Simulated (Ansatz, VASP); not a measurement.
SiPbO2: VASP beside Ansatz

File INCAR:

```
SYSTEM = SiPbO2
PREC = Accurate ; ENCUT = 910
EDIFF = 1E-7 ; ISMEAR = 0
SIGMA = 0.1 ; LREAL = .False.
LASPH = .True. ; NELM = 120
ALGO = Normal ; ISIF = 3
LWAVE = .False. ; LCHARG = .False.
GGA = PE ; IBRION = 2
NSW = 90 ; EDIFFG = -0.04
GGA_COMPAT = .False. ; NELMIN = 4
```

Contents of KPOINTS:

```
Automatic mesh
0
Gamma
  6 6 2
  0 0 0
```

POSCAR

```
SiPbO2
1.0
    2.6123874500      0.0000000000      0.0000000000
   -1.3061937200      2.2623938900      0.0000000000
    0.0000000000      0.0000000000     10.0598458500
Si Pb O
2 2 4
Direct
    0.6666666700      0.3333333300      0.0880720300
    0.3333333300      0.6666666700      0.5880720300
    0.6666666700      0.3333333300      0.3380720300
    0.3333333300      0.6666666700      0.8380720300
    0.3333333300      0.6666666700      0.1761440500
    0.0000000000      0.0000000000      0.0000000000
    0.6666666700      0.3333333300      0.6761440500
    0.0000000000      0.0000000000      0.5000000000
```

Input for Ansatz:

```yaml
crystal:
  lattice:
    - [2.61238745, 0.0, 0.0]
    - [-1.30619372, 2.26239389, 0.0]
    - [0.0, 0.0, 10.05984585]
  atoms:
    - { symbol: Si, position: [0.66666667, 0.33333333, 0.08807203] }
    - { symbol: Si, position: [0.33333333, 0.66666667, 0.58807203] }
    - { symbol: Pb, position: [0.66666667, 0.33333333, 0.33807203] }
    - { symbol: Pb, position: [0.33333333, 0.66666667, 0.83807203] }
    - { symbol: O, position: [0.33333333, 0.66666667, 0.17614405] }
    - { symbol: O, position: [0.0, 0.0, 0.0] }
    - { symbol: O, position: [0.66666667, 0.33333333, 0.67614405] }
    - { symbol: O, position: [0.0, 0.0, 0.5] }
basis:
  ecutwfc: 420
kpoints:
  mp_grid: { grid: [6, 6, 2] }
hamiltonian:
  xc: pbe
scf:
  occupations: { method: gaussian, width: 0.1 }
  lower_state_search: "off"
output:
  forces: true
  stress: true
  eigenvalues: true
relax:
  adjacent_minimum: "off"
  f_tol: 0.04
  max_steps: 70
  cell: { stress_tol: 0.4 }
```

Alike in both runs: task relaxation of cell and atoms; functional PBE; k mesh 6 × 6 × 2; occupations gaussian, width 0.1 eV; no spin polarisation.

|  | VASP | Ansatz |
| --- | --- | --- |
| version | VASP 6.6.1 | Ansatz 0.2.0 |
| potentials or method | VASP PAW PBE potentials, release 64 (Si, Pb_d, O_h), cutoff 910 eV | scalar-relativistic, plane waves, PAW |
| valence electrons in the cell | 60 | 60 |

```csv
,VASP,Ansatz,Ansatz less VASP
"gap on the k mesh at the Fermi level, each at its own relaxed structure (eV)",none,none,-
relaxed volume (Å³/atom),12.38,18.95,+6.567
relaxed cell length with the largest relative difference (Å),13.175,21.006,+7.8316
```

A gap of «none» marks a metal or a gap that the smearing closes. One of these differences is far larger than is usual between the two programs; its cause wasn't traced.

The k mesh is coarse, so the values compare programs but aren't converged. Spin-orbit coupling is off throughout. Noted on VASP's run: the cutoff is short for stress, so the pressure is rough; the volume moved by over 15 % at a fixed basis, so the end points are rough.
